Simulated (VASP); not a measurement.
The system is BaH.

```xyz
8
Lattice="10.8111 0.0000 0.0000 0.0000 3.7798 0.0000 0.0000 0.0000 4.4529" Properties=species:S:1:pos:R:3 pbc="T T T"
Ba    1.3081    0.9449    0.4720
Ba    9.5030    2.8348    3.9809
Ba    4.0974    2.8348    2.6984
Ba    6.7137    0.9449    1.7544
H     9.2111    0.9449    2.2398
H     1.6000    2.8348    2.2131
H     7.0056    2.8348    0.0134
H     3.8055    0.9449    4.4395
```

| Quantity | Value |
| --- | --- |
| Program | VASP 6.6.1 |
| Task | relaxation of cell and atoms |
| Functional | PBE |
| Potentials or basis | VASP PAW PBE potentials, release 64 (Ba_sv, H) |
| Cutoff | 600 eV |
| k mesh | 2 × 4 × 4 |
| Occupations | gaussian, width 0.1 eV |
| Spin | no spin polarisation |

At the start: pressure 3.7 GPa; volume 22.74 Å³/atom.

Question: How do energy, volume and symmetry change on relaxing?

Answer: Over 19 steps the energy falls by 298.9 meV/atom and the volume is 28.11 Å³/atom (+23.6 %); space group Pnma (No. 62, to 0.1 Å) before and after.

The path:
| step | energy change (eV) | largest force (eV/Å) | pressure (GPa) | volume (Å³) |
| --- | --- | --- | --- | --- |
| 1 | 0.0000 | 0.6357 | 3.72 | 181.96 |
| 2 | -0.6108 | 0.5897 | 1.53 | 196.06 |
| 3 | -1.1538 | 0.5339 | -0.80 | 222.88 |
| 4 | -1.2190 | 0.4695 | -1.38 | 233.89 |
| 5 | -1.4663 | 0.4441 | -0.89 | 226.34 |
| 6 | -1.6372 | 0.5384 | 0.15 | 215.79 |
| 7 | -1.6413 | 0.5561 | 0.49 | 213.00 |
| 8 | -1.8101 | 0.4714 | 0.51 | 212.84 |
| 9 | -1.9697 | 0.3384 | 1.07 | 212.18 |
| 10 | -2.1710 | 0.2853 | -0.21 | 226.11 |
| 11 | -2.1893 | 0.2760 | -0.66 | 232.26 |
| 12 | -2.2724 | 0.2184 | -0.21 | 226.48 |
| 13 | -2.3014 | 0.1617 | 0.29 | 220.48 |
| 14 | -2.3710 | 0.0873 | 0.17 | 221.47 |
| 15 | -2.3848 | 0.0783 | 0.16 | 222.13 |
| 16 | -2.3848 | 0.0775 | 0.16 | 222.09 |
| 17 | -2.3900 | 0.0453 | -0.07 | 225.57 |
| 18 | -2.3900 | 0.0438 | -0.08 | 225.78 |
| 19 | -2.3915 | 0.0225 | 0.02 | 224.89 |

Final structure:
```
Ba H
1.0
    14.75258    0.00000    0.00000
     0.00000    3.91163    0.00000
     0.00000    0.00000    3.89716
Ba H
4 4
Direct
  0.13691 0.25000 0.10680
  0.86309 0.75000 0.89320
  0.36309 0.75000 0.60680
  0.63691 0.25000 0.39320
  0.81929 0.25000 0.39402
  0.18071 0.75000 0.60598
  0.68071 0.75000 0.89402
  0.31929 0.25000 0.10598
```

Caveat: the k points lie up to 0.40 Å⁻¹ apart in the final cell; the volume moved by over 15 % at a fixed basis, so the end points are rough.
